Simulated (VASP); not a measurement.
Wanted: the native input for a VASP 6.6.1 run.

```yaml
Task: single point
Functional: PBE
Potentials_or_basis: VASP PAW PBE potentials, release 64 (Tb_3, Ga_d, O), 4f in core
Cutoff: 600 eV
k_mesh: 4 × 4 × 5
Occupations: gaussian, width 0.2 eV
Spin: no spin polarisation
Dipole_correction: no
Mended: yes
Further_INCAR_settings: ALGO = Normal; EDIFF = 1e-06; NBANDS = 36
```

The structure of TbGa2O3 lies in POSCAR:

```
TbGa2O3
1.0
    2.7943217627     -4.8173238401     -0.0119883021
    2.7943217627      4.8173238401     -0.0119883021
   -0.0335913120      0.0000000000      2.9538548987
Tb Ga O
1 2 3
Direct
    0.0000000000      0.0000000000      0.0000000000
    0.6668190509      0.3331809491      0.0000000000
    0.3331809491      0.6668190509      0.0000000000
    0.5000000000      0.5000000000      0.5000000000
    0.0000000000      0.5000000000      0.5000000000
    0.5000000000      0.0000000000      0.5000000000
```

The cell was built from a structure type or drawn by symmetry, and may not be a known phase.

These files were run (other wordings do the same):

INCAR

```
ALGO = Normal ; EDIFF = 1E-6
ENCUT = 600 ; GGA = PE
GGA_COMPAT = False ; ISIF = 2
ISMEAR = 0 ; LASPH = True
LCHARG = False ; LMAXMIX = 6
LREAL = False ; LWAVE = False
NBANDS = 36 ; NELM = 200
PREC = Accurate ; SIGMA = 0.2
```

KPOINTS

```
k-points
0
Gamma
  4 4 5
```

Potentials or basis: VASP PAW PBE potentials, release 64 (Tb_3, Ga_d, O), 4f in core.

Run with:

```bash
$ cat potpaw_PBE.64/Tb_3/POTCAR potpaw_PBE.64/Ga_d/POTCAR potpaw_PBE.64/O/POTCAR > POTCAR
$ mpirun -np 1 vasp_std > vasp.out
```

It gave:

```yaml
Pressure: 0.4 GPa
Largest_force: 0.014 eV/Å
Band_gap_on_the_k_mesh: zero (an odd number of electrons rules out a gap without spin polarisation)
```

Caveat: the k points lie up to 0.43 Å⁻¹ apart, too coarse for converged energies and pressures of a metal; spin-orbit coupling is left out, which moves the levels of the heavy elements; the 4f electrons are frozen in the core, so they carry no moment and show no levels; an odd number of electrons without spin polarisation forces a metal; a magnetic or distorted state may lie lower; the run has no spin polarisation, though such a crystal can be magnetic.

Wall time 39 s on 1 thread of Intel(R) Xeon(R) 6975P-C (Granite Rapids) (shared host), peak memory 0.27 GiB.
